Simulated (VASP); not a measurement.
Here is a VASP 6.6.1 calculation.

Contents of POSCAR:

```
Si
1.0
    0.0000000000      2.6453551433      2.7783212373
    2.6453551433      0.0000000000      2.7783212373
    2.6453551433      2.6453551433      0.0000000000
Si
2
Direct
    0.0000000000      0.0000000000      0.0000000000
    0.2500000000      0.2500000000      0.2500000000
```

Contents of INCAR.step1:

```
SYSTEM = Si
ALGO     = Normal         ! electronic algorithm
EDIFF    = 1E-4           ! SCF threshold, eV
ENCUT    = 520            ! plane-wave cutoff, eV
GGA      = PE             ! functional
ISMEAR   = 0              ! smearing method
LASPH    = .TRUE.         ! aspherical terms in the spheres
LCHARG   = .FALSE.        ! write CHGCAR
LREAL    = .FALSE.        ! projectors in reciprocal space
LWAVE    = .TRUE.         ! write WAVECAR
NBANDS   = 11             ! bands
NELM     = 100            ! most SCF steps
PREC     = Accurate       ! precision mode
SIGMA    = 0.01           ! smearing width, eV
```

File INCAR.step2:

```
SYSTEM = Si
ALGO     = Normal         ! electronic algorithm
EDIFF    = 1E-6           ! SCF threshold, eV
ENCUT    = 520            ! plane-wave cutoff, eV
ISIF     = 2              ! what is computed and relaxed
ISMEAR   = 0              ! smearing method
ISTART   = 1            
LASPH    = .TRUE.         ! aspherical terms in the spheres
LCHARG   = .FALSE.        ! write CHGCAR
LMIXTAU  = .TRUE.       
LREAL    = .FALSE.        ! projectors in reciprocal space
LWAVE    = .FALSE.        ! write WAVECAR
METAGGA  = R2SCAN         ! meta-GGA
NBANDS   = 11             ! bands
NELM     = 100            ! most SCF steps
PREC     = Accurate       ! precision mode
SIGMA    = 0.01           ! smearing width, eV
```

Contents of KPOINTS:

```
k-points
0
G
  8 8 8
  0 0 0
```

Potentials or basis: VASP PAW PBE potentials, release 64 (Si).

The run is started by

```console
$ cat potpaw_PBE.64/Si/POTCAR > POTCAR
$ cp INCAR.step1 INCAR
$ mpirun -np 1 vasp_std > vasp.out
$ cp INCAR.step2 INCAR
$ mpirun -np 1 vasp_std > vasp.out
```

(1) What does it give for the pressure?

(2) Estimate the band gap on the k mesh.

Results:

(1) 3.5 GPa.

(2) 0.48 eV, indirect (least direct gap 2.58 eV).

Caveat: the cell differs from its parent crystal (epitaxial xy strain -2.8%); the PAW data sets were made with another functional, which shifts forces and pressure a little.
